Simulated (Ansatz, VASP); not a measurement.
# SnO2 in VASP and in Ansatz

POSCAR

```
SnO2
1.0
   -1.9996377057      1.9996377057      5.1012501359
    1.9996377057     -1.9996377057      5.1012501359
    1.9996377057      1.9996377057     -5.1012501359
Sn O
2 4
Direct
    0.7500000000      0.2500000000      0.5000000000
    0.0000000000      0.0000000000      0.0000000000
    0.7963396012      0.7963396012      0.0000000000
    0.9536603988      0.4536603988      0.5000000000
    0.2036603988      0.2036603988      0.0000000000
    0.5463396012      0.0463396012      0.5000000000
```

INCAR.step1

```
SYSTEM = SnO2
PREC     = Accurate       ! precision mode
ENCUT    = 520            ! plane-wave cutoff, eV
ISMEAR   = 0              ! smearing method
SIGMA    = 0.01           ! smearing width, eV
LREAL    = .False.        ! projectors in reciprocal space
LASPH    = .True.         ! aspherical terms in the spheres
NELM     = 60             ! most SCF steps
NBANDS   = 35             ! bands
GGA      = PE             ! functional
ALGO     = Normal         ! electronic algorithm
EDIFF    = 1E-4           ! SCF threshold, eV
LWAVE    = .True.         ! write WAVECAR
LCHARG   = .False.        ! write CHGCAR
```

Contents of INCAR.step2:

```
SYSTEM = SnO2
PREC     = Accurate       ! precision mode
ENCUT    = 520            ! plane-wave cutoff, eV
EDIFF    = 1E-7           ! SCF threshold, eV
ISMEAR   = 0              ! smearing method
SIGMA    = 0.01           ! smearing width, eV
LREAL    = .False.        ! projectors in reciprocal space
LASPH    = .True.         ! aspherical terms in the spheres
NELM     = 60             ! most SCF steps
ALGO     = Normal         ! electronic algorithm
ISIF     = 2              ! what is computed and relaxed
LWAVE    = .False.        ! write WAVECAR
LCHARG   = .False.        ! write CHGCAR
METAGGA  = R2SCAN         ! meta-GGA
LMIXTAU  = .True.       
NBANDS   = 35             ! bands
ISTART   = 1
```

The input KPOINTS:

```
Automatic mesh
0
Gamma
  10 10 10
  0 0 0
```

Input for Ansatz:

```yaml
crystal:
  lattice:
    - [-1.9996377057, 1.9996377057, 5.1012501359]
    - [1.9996377057, -1.9996377057, 5.1012501359]
    - [1.9996377057, 1.9996377057, -5.1012501359]
  atoms:
    - { symbol: Sn, position: [0.75, 0.25, 0.5] }
    - { symbol: Sn, position: [0.0, 0.0, 0.0] }
    - { symbol: O, position: [0.7963396012, 0.7963396012, 0.0] }
    - { symbol: O, position: [0.9536603988, 0.4536603988, 0.5] }
    - { symbol: O, position: [0.2036603988, 0.2036603988, 0.0] }
    - { symbol: O, position: [0.5463396012, 0.0463396012, 0.5] }
kpoints:
  mp_grid: { grid: [10, 10, 10] }
  band_path:
    path:
      - [0.0, 0.0, 0.0]
      - [0.0, 0.0, 0.5]
      - [0.25, 0.25, 0.25]
      - [0.0, 0.5, 0.0]
      - [0.5, 0.5, -0.5]
      - [0.2884139887, 0.7115860113, -0.2884139887]
      - [-0.2884139887, 0.2884139887, 0.2884139887]
      - [-0.0768279775, 0.0768279775, 0.5]
      - [0.5, 0.5, -0.0768279775]
      - [0.1875, 0.1875, 0.270833]
    npoints: 1
hamiltonian:
  xc: r2scan
scf:
  occupations: { method: fixed }
  n_extra_bands: 5
output:
  forces: true
  stress: true
  eigenvalues: true
```

Alike in both runs: task single point; functional r2SCAN; k mesh 10 × 10 × 10; no spin polarisation.

|  | VASP | Ansatz |
| --- | --- | --- |
| version | VASP 6.6.1 | Ansatz 0.2.0 |
| potentials or method | VASP PAW PBE potentials, release 64 (Sn_d, O) | plane waves, PAW |
| plane-wave cutoff (eV) | 520 | 500 |
| occupations | gaussian, width 0.01 eV | fixed |
| valence electrons in the cell | 52 | 52 |

|  | VASP | Ansatz | Ansatz less VASP |
| --- | --- | --- | --- |
| gap on the k mesh at the Fermi level (eV) | 2.36 | 2.33 | -0.025 |
| pressure (GPa) | 1.0 | 0.0 | -1.01 |
| traceless stress, the component that is largest in VASP (GPa) | 0.29 | 0.01 | -0.286 |
| rms of the force components (eV/Å) | 0.020 | 0.000 | -0.0196 |

VASP's potentials were made for PBE, not for r2SCAN. Atom by atom the forces differ by 0.021 eV/Å (rms over components).
